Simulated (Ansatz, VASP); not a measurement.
## ReSbC3: VASP beside Ansatz

```
Re Sb C
1.0
     4.54092    0.00000    0.00000
    -2.27046    3.93255    0.00000
     0.00000    0.00000    5.08701
Re Sb C
1 1 3
Direct
  0.00000 0.00000 0.50000
  0.00000 0.00000 0.00000
  0.50000 0.00000 0.00000
  0.00000 0.50000 0.00000
  0.50000 0.50000 0.00000
```

Alike in both runs: functional PBE; k mesh 9 × 9 × 8; occupations gaussian, width 0.1 eV; no spin polarisation.

Ansatz relaxed the structure, and its values are those at the end. VASP's run is a single point on that final structure, the one shown.

|  | VASP | Ansatz |
| --- | --- | --- |
| version | VASP 6.6.1 | Ansatz 0.2.0 |
| potentials or method | VASP PAW PBE potentials, release 64 (Re_sv_GW, Sb_d_GW, C), cutoff 700 eV | scalar-relativistic, plane waves, PAW |
| valence electrons in the cell | 42 | 42 |

```csv
,VASP,Ansatz,Ansatz less VASP
gap on the k mesh at the Fermi level (eV),none,none,-
pressure (GPa),0.0,0.0,-0.04
```

A gap of «none» marks a metal or a gap that the smearing closes. With one functional, cell and mesh, what is left measures potentials, basis and numerics.

Spin-orbit coupling is off throughout.
